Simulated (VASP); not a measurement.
**C: single point with RPBE**

Crystal: C.

```
C
1.0
     2.14515   -1.23850   -0.00196
     2.14515    1.23850   -0.00196
    -1.39386    0.00000    4.83639
C
2
Cartesian
  -0.6788 0.0000 4.8357
  3.5753 0.0000 -0.0033
```

```json
{
 "Program": "VASP 6.6.1",
 "Task": "single point",
 "Functional": "RPBE",
 "Potentials or basis": "VASP PAW PBE potentials, release 64 (C)",
 "Cutoff": "520 eV",
 "k mesh": "13 × 13 × 8",
 "Occupations": "fermi-dirac, width 0.05 eV",
 "Spin": "no spin polarisation"
}
```

```
Pressure : 0.3 GPa
```

Stress tensor (GPa, compression positive):
```
 0.42  0.00  0.00
 0.00  0.42  0.00
 0.00  0.00 -0.05
```

It took 100 s on 1 thread of AMD EPYC 7R43 64-Core Processor (Zen 3), on a shared host, peak memory 0.15 GiB.

Caveat: this functional lacks dispersion, which binds the layers, so the pressure and a relaxed spacing across them are unreliable; the PAW data sets were made with another functional, which shifts forces and pressure a little.
